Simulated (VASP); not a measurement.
A run of VASP 6.6.1 is set up as follows.

File INCAR:

```
PREC     = Accurate       # precision mode
ENCUT    = 600            # plane-wave cutoff, eV
EDIFF    = 1E-7           # SCF threshold, eV
ISMEAR   = 0              # smearing method
SIGMA    = 0.02           # smearing width, eV
LREAL    = F              # projectors in reciprocal space
LASPH    = T              # aspherical terms in the spheres
NELM     = 60             # most SCF steps
ALGO     = Normal         # electronic algorithm
ISIF     = 4              # what is computed and relaxed
LWAVE    = F              # write WAVECAR
LCHARG   = F              # write CHGCAR
GGA      = PE             # functional
IBRION   = 2              # ionic algorithm
NSW      = 50             # ionic steps
EDIFFG   = -0.01          # ionic threshold
```

The input KPOINTS:

```
regular mesh
0
Gamma
  12 12 2
```

The input POSCAR:

```
SiC
1.0
    2.9994485343      0.0000000000      0.0000000000
   -1.4997242671      2.5975986280      0.0000000000
    0.0000000000      0.0000000000     14.7141543345
Si C
6 6
Direct
    0.0000000000      0.0000000000      0.1250249640
    0.0000000000      0.0000000000      0.6250249640
    0.3333333333      0.6666666667      0.2918266653
    0.6666666667      0.3333333333      0.7918266653
    0.3333333333      0.6666666667      0.9583302101
    0.6666666667      0.3333333333      0.4583302101
    0.0000000000      0.0000000000     -0.0003144236
    0.0000000000      0.0000000000      0.4996855764
    0.3333333333      0.6666666667      0.1668154387
    0.6666666667      0.3333333333      0.6668154387
    0.3333333333      0.6666666667      0.8333171454
    0.6666666667      0.3333333333      0.3333171454
```

Potentials or basis: VASP PAW PBE potentials, release 64 (Si, C).

The run is started by

```console
$ cat potpaw_PBE.64/Si/POTCAR potpaw_PBE.64/C/POTCAR > POTCAR
$ mpirun -np 1 vasp_std > vasp.out
```

Problem. Predict the band gap on the k mesh.

Solution. 2.00 eV, indirect (least direct gap 3.12 eV).

Final structure:
```
CELL_PARAMETERS angstrom
2.99956 0.00000 0.00000
-1.49978 2.59770 0.00000
0.00000 0.00000 14.71305
ATOMIC_POSITIONS crystal
Si 0.00000 0.00000 0.12500
Si 0.00000 0.00000 0.62500
Si 0.33333 0.66667 0.29183
Si 0.66667 0.33333 0.79183
Si 0.33333 0.66667 0.95833
Si 0.66667 0.33333 0.45833
C 0.00000 0.00000 0.99970
C 0.00000 0.00000 0.49970
C 0.33333 0.66667 0.16682
C 0.66667 0.33333 0.66682
C 0.33333 0.66667 0.83332
C 0.66667 0.33333 0.33332
```

 A k mesh can miss the band edges.
